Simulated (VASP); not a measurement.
Set up this calculation in VASP 6.6.1, as the native input.

```yaml
Task: single point
Functional: PBE
Potentials_or_basis: VASP PAW PBE potentials, release 64 (Ga_d, As, H)
Cutoff: 520 eV
k_mesh: 7 × 5 × 1
Occupations: gaussian, width 0.05 eV
Spin: collinear spin
Starting_moments: "[0.0, 0.0, 0.0, 0.0, 0.0, 0.0, 1.0] μB"
Dipole_correction: yes
Further_INCAR_settings: ALGO = Normal; EDIFF = 1e-06; NBANDS = 40
```

The structure of Ga3As3H lies in POSCAR:

```
Ga3As3H
1.0
    4.0629609251      0.0000000000      0.0000000000
    0.0000000000      5.7458944437      0.0000000000
    0.0000000000      0.0000000000     19.8924416078
Ga As H
3 3 1
Direct
    0.5000000000      0.5000000000      0.2010813996
    0.0000000000      0.0635976529      0.3146195102
    0.5000000000      0.4877931194      0.3796180525
    0.0000000000      0.2500000000      0.2010813996
    0.5000000000      0.8095618192      0.2945553866
    0.0000000000      0.2894088168      0.4218909761
    0.1666666667      0.2894088168      0.4924030309
```

The input as run:

INCAR

```
SYSTEM = Ga3As3H
PREC = Accurate
ENCUT = 520
EDIFF = 1E-6
ISMEAR = 0
SIGMA = 0.05
LREAL = .FALSE.
LASPH = .TRUE.
NELM = 150
ALGO = Normal
ISIF = 2
LWAVE = .FALSE.
LCHARG = .TRUE.
ISPIN = 2
MAGMOM = 0 0 0 0 0 0 1
LORBIT = 11
LDIPOL = .TRUE.
IDIPOL = 3
DIPOL = 0.5 0.5 0.329
GGA = PE
LELF = .TRUE.
LVHAR = .TRUE.
LVACPOTAV = .TRUE.
NBANDS = 40
```

KPOINTS

```
Automatic mesh
0
G
  7 5 1
  0 0 0
```

Potentials or basis: VASP PAW PBE potentials, release 64 (Ga_d, As, H).

Command:

```sh
$ cat potpaw_PBE.64/Ga_d/POTCAR potpaw_PBE.64/As/POTCAR potpaw_PBE.64/H/POTCAR > POTCAR
$ mpirun -np 1 vasp_std > vasp.out
```

Results of the run:

| Property | Result |
| --- | --- |
| Largest force | 0.946 eV/Å |
| Net moment | 0.00 μB per cell |
| Valence electrons inside the program's atomic spheres | Ga 11.54, 11.59, 11.57; As 2.73, 2.75, 2.82; H 0.52 |

Wall time 38 min on 1 thread of Oxide Virtual Turin-like Processor (shared host), peak memory 0.91 GiB.
